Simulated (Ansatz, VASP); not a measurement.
Ir in VASP and in Ansatz

```
Ir
1.0
     0.00000    1.91560    1.91560
     1.91560    0.00000    1.91560
     1.91560    1.91560    0.00000
Ir
1
Direct
  0.00000 0.00000 0.00000
```

Alike in both runs: task single point; functional r2SCAN; k mesh 8 × 8 × 8; occupations gaussian, width 0.1 eV; no spin polarisation.

|  | VASP | Ansatz |
| --- | --- | --- |
| version | VASP 6.6.1 | Ansatz 0.2.0 |
| potentials or method | VASP PAW PBE potentials, release 64 (Ir), cutoff 550 eV | scalar-relativistic, plane waves, PAW |
| valence electrons in the cell | 9 | 17 |

|  | VASP | Ansatz | Ansatz less VASP |
| --- | --- | --- | --- |
| gap on the k mesh at the Fermi level (eV) | none | none | - |
| pressure (GPa) | 8.1 | 5.4 | -2.66 |

VASP's potentials were made for PBE, not for r2SCAN. A gap of «none» marks a metal or a gap that the smearing closes. With one functional, cell and mesh, what is left measures potentials, basis and numerics. VASP's potentials hold 9 valence electrons a cell and Ansatz's 17, so a difference there can come from the potentials and not from the codes.

Spin-orbit coupling is off throughout.
